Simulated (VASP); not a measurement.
A run of VASP 6.6.1:

The input INCAR:

```
PREC     = Accurate       # precision mode
ENCUT    = 520            # plane-wave cutoff, eV
EDIFF    = 1E-7           # SCF threshold, eV
ISMEAR   = -1             # smearing method
SIGMA    = 0.05           # smearing width, eV
LREAL    = False          # projectors in reciprocal space
LASPH    = True           # aspherical terms in the spheres
NELM     = 60             # most SCF steps
ALGO     = Fast           # electronic algorithm
ISIF     = 2              # what is computed and relaxed
LWAVE    = False          # write WAVECAR
LCHARG   = False          # write CHGCAR
GGA      = PS             # functional
NBANDS   = 10             # bands
```

Contents of KPOINTS:

```
regular mesh
0
Gamma
  6 6 6
```

Contents of POSCAR:

```
Cs
1.0
    0.0000000000      3.8677348434      3.8677348434
    3.8677348434      0.0000000000      3.8677348434
    3.8677348434      3.8677348434      0.0000000000
Cs
1
Direct
    0.0000000000      0.0000000000      0.0000000000
```

Potentials or basis: VASP PAW PBE potentials, release 64 (Cs_sv).

Run with:

```console
$ cat potpaw_PBE.64/Cs_sv/POTCAR > POTCAR
$ mpirun -np 1 vasp_std > vasp.out
```

Hardware: 1 thread of AMD EPYC 7R13 Processor (Zen 3), with other jobs on the host.

Question: How long does it take, and how much memory?

Answer: Run time: 19 s on 1 thread of AMD EPYC 7R13 Processor (Zen 3), on a shared host, peak memory 0.21 GiB. Counts: scf iterations 12, k points 16.
